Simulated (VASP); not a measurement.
**Ag: single point with r2SCAN**

Crystal: Ag.

```
Ag
1.0
    -1.62186    1.62186    1.62186
     1.62186   -1.62186    1.62186
     1.62186    1.62186   -1.62186
Ag
1
Direct
  0.00000 0.00000 0.00000
```

- Program: VASP 6.6.1
- Task: single point
- Functional: r2SCAN
- Potentials or basis: VASP PAW PBE potentials, release 64 (Ag)
- Cutoff: 520 eV
- k mesh: 11 × 11 × 11
- Occupations: fermi-dirac, width 0.05 eV
- Spin: no spin polarisation

* Pressure: 2.4 GPa

Levels at points of the mesh, in eV from the Fermi level:
```
           k point  band 3  band 4  band 5  band 6  band 7  band 8  band 9  band 10
(0.00, 0.00, 0.00)   -5.25   -5.25   -3.90   -3.90   18.73   18.73   18.73    25.22
```

Wall time 66 s on 1 thread of Intel Xeon 8259CL, on a shared host, peak memory 0.15 GiB.

Caveat: the PAW data sets were made with another functional, which shifts forces and pressure a little.
